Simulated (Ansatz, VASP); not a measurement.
# One calculation of TiTe2, two programs

File INCAR:

```
SYSTEM = TiTe2
  ALGO = Normal
  EDIFF = 1E-6
  ENCUT = 520
  ISIF = 2
  ISMEAR = -1
  LASPH = .TRUE.
  LCHARG = .FALSE.
  LREAL = .FALSE.
  LWAVE = .FALSE.
  NBANDS = 19
  NELM = 80
  PREC = Accurate
  SIGMA = 0.02
```

KPOINTS

```
k-points
0
G
  6 6 6
  0 0 0
```

POSCAR

```
TiTe2
1.0
    0.0000000000      3.4401227511      3.4401227511
    3.4401227511      0.0000000000      3.4401227511
    3.4401227511      3.4401227511      0.0000000000
Ti Te
1 2
Direct
    0.0000000000      0.0000000000      0.0000000000
    0.2500000000      0.2500000000      0.2500000000
    0.7500000000      0.7500000000      0.7500000000
```

Input for Ansatz:

```yaml
crystal:
  lattice:
    - [0.0, 3.4401227511, 3.4401227511]
    - [3.4401227511, 0.0, 3.4401227511]
    - [3.4401227511, 3.4401227511, 0.0]
  atoms:
    - { symbol: Ti, position: [0.0, 0.0, 0.0] }
    - { symbol: Te, position: [0.25, 0.25, 0.25] }
    - { symbol: Te, position: [0.75, 0.75, 0.75] }
kpoints:
  mp_grid: { grid: [6, 6, 6] }
  band_path:
    path:
      - [0.0, 0.0, 0.0]
      - [0.5, 0.0, 0.5]
      - [0.625, 0.25, 0.625]
      - [0.375, 0.375, 0.75]
      - [0.5, 0.5, 0.5]
      - [0.5, 0.25, 0.75]
      - [0.5, 0.3, 0.7]
      - [0.35, 0.0, 0.35]
      - [0.0, 0.3333333333, -0.3333333333]
    npoints: 1
hamiltonian:
  xc: lda
scf:
  occupations: { method: fermi_dirac, width: 0.02 }
  n_extra_bands: 4
output:
  forces: true
  stress: true
  eigenvalues: true
```

Alike in both runs: task single point; functional LDA; k mesh 6 × 6 × 6; occupations fermi-dirac, width 0.02 eV; no spin polarisation.

```csv
,VASP,Ansatz
version,VASP 6.6.1,Ansatz 0.2.0
potentials or method,"VASP PAW LDA potentials, release 64 (Ti_sv, Te)","plane waves, PAW"
plane-wave cutoff (eV),520,420
valence electrons in the cell,24,44
```

Ansatz gave:

- pressure (GPa): -5.0

Estimate VASP's values.

pressure (GPa): -4.8.

LDA's correlation is that of Perdew and Zunger in VASP and of Perdew and Wang (1992) in Ansatz. VASP's potentials hold 24 valence electrons a cell and Ansatz's 44, so a difference there can come from the potentials and not from the codes.

Spin-orbit coupling is off throughout.
